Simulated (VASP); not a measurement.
Write the native input for VASP 6.6.1 that does the following.

* Task: single point
* Functional: PBE
* Potentials or basis: VASP PAW PBE potentials, release 64 (In_d, O)
* Cutoff: 520 eV
* k mesh: 3 × 3 × 3
* Occupations: gaussian, width 0.1 eV
* Spin: collinear spin, ferromagnetic start
* Starting moments: [0.0, 0.0, 0.0, 0.0, 0.0, 1.0] μB
* Dipole correction: no
* Further INCAR settings: ALGO = Normal; EDIFF = 1e-06; NBANDS = 48

The structure of In5O lies in POSCAR:

```
In5O
1.0
    3.3275378724      1.9211548864      3.7777435329
   -3.3275378724      1.9211548864      3.7777435329
    0.0000000000     -3.8423097728      3.7777435329
In O
5 1
Direct
    0.5000000000      0.0000000000      0.5000000000
    0.5000000000      0.5000000000      0.0000000000
    0.0000000000      0.5000000000      0.5000000000
    0.8743944387      0.8743944387      0.8743944387
    0.1256055613      0.1256055613      0.1256055613
    0.5000000000      0.5000000000      0.5000000000
```

The cell was built from a structure type or drawn by symmetry, and may not be a known phase.

These files were run (other wordings do the same):

INCAR

```
SYSTEM = In5O
PREC = Accurate
ENCUT = 520
EDIFF = 1E-6
ISMEAR = 0
SIGMA = 0.1
LREAL = .FALSE.
LASPH = .TRUE.
NELM = 150
ALGO = Normal
ISIF = 2
LWAVE = .FALSE.
LCHARG = .TRUE.
ISPIN = 2
MAGMOM = 0 0 0 0 0 1
LORBIT = 11
GGA = PE
LELF = .TRUE.
LVHAR = .TRUE.
NBANDS = 48
```

KPOINTS

```
regular mesh
0
G
  3 3 3
  0 0 0
```

Potentials or basis: VASP PAW PBE potentials, release 64 (In_d, O).

The run is started by

```sh
$ cat potpaw_PBE.64/In_d/POTCAR potpaw_PBE.64/O/POTCAR > POTCAR
$ mpirun -np 1 vasp_std > vasp.out
```

It gave:

```json
{"Pressure": "0.0 GPa", "Largest force": "0.034 eV/Å", "Net moment": "0.00 μB per cell", "Valence electrons inside the program's atomic spheres": "In 11.29, 11.36 (each value once); O 4.81"}
```

Caveat: the k points lie up to 0.41 Å⁻¹ apart.

Wall time 88 s on 1 thread of Intel(R) Xeon(R) Platinum 8559C (Emerald Rapids), on a shared host, peak memory 0.3 GiB.
